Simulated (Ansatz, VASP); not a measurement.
**MnAs: VASP beside Ansatz**

```
CELL_PARAMETERS angstrom
3.71000 0.00000 0.00000
-1.85500 3.21295 0.00000
0.00000 0.00000 5.69100
ATOMIC_POSITIONS crystal
Mn 0.00000 0.00000 0.00000
Mn 0.00000 0.00000 0.50000
As 0.33333 0.66667 0.25000
As 0.66667 0.33333 0.75000
```

Alike in both runs: functional PBE; k mesh 10 × 10 × 6; occupations fermi-dirac, width 0.05 eV; collinear spin.

Ansatz relaxed the structure, and its values are those at the end. VASP's run is a single point on that final structure, the one shown.

|  | VASP | Ansatz |
| --- | --- | --- |
| version | VASP 6.6.1 | Ansatz 0.2.0 |
| potentials or method | VASP PAW PBE potentials, release 64 (Mn_pv, As) | plane-wave PAW, scalar-relativistic |
| plane-wave cutoff (eV) | 520 | 420 |
| valence electrons in the cell | 36 | 60 |

|  | VASP | Ansatz | Ansatz less VASP |
| --- | --- | --- | --- |
| pressure (GPa) | -3.4 | -3.5 | -0.14 |
| net moment per atom (μB) | 1.57 | 1.57 | +0.002 |
| size of the moment on the site where the two differ most (μB) | 3.19 | 3.15 | -0.045 |

Site moments also hang on the region over which each program counts them. VASP's potentials hold 36 valence electrons a cell and Ansatz's 60, so a difference there can come from the potentials and not from the codes. Ansatz's warnings: stress scf threshold loose.
